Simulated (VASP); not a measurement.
A run of VASP 6.6.1 is set up as follows.

Contents of INCAR:

```
ALGO = Normal ; DIPOL = 0.5 0.5 0.289
EDIFF = 1E-6 ; ENCUT = 520
GGA = PE ; IDIPOL = 3
ISIF = 2 ; ISMEAR = 0
ISPIN = 2 ; LASPH = T
LCHARG = F ; LDIPOL = T
LMAXMIX = 4 ; LORBIT = 11
LREAL = F ; LWAVE = F
MAGMOM = 0 0 0 ; NBANDS = 24
NELM = 150 ; PREC = Accurate
SIGMA = 0.1
```

The input KPOINTS:

```
k-points
0
Gamma
  6 6 1
```

POSCAR

```
WS2
1.0
    3.2127682316      0.0000000000      0.0000000000
   -1.6063841158      2.7823389050      0.0000000000
    0.0000000000      0.0000000000     29.3824049200
W S
1 2
Direct
    0.0000000000      0.0000000000      0.2892887775
    0.3333333333      0.6666666667      0.3428198741
    0.6666666667      0.3333333333      0.2357576810
```

Potentials or basis: VASP PAW PBE potentials, release 64 (W_sv, S).

The run is started by

```bash
$ cat potpaw_PBE.64/W_sv/POTCAR potpaw_PBE.64/S/POTCAR > POTCAR
$ mpirun -np 1 vasp_std > vasp.out
```

(1) Estimate the band gap on the k mesh.

(2) Predict the largest force.

(3) Estimate the net moment.

Answers

(1) zero (filled and empty bands overlap).

(2) 0.005 eV/Å.

(3) 0.00 μB per cell.

Caveat: the k points lie up to 0.38 Å⁻¹ apart; spin-orbit coupling is left out, which moves the levels of the heavy elements.
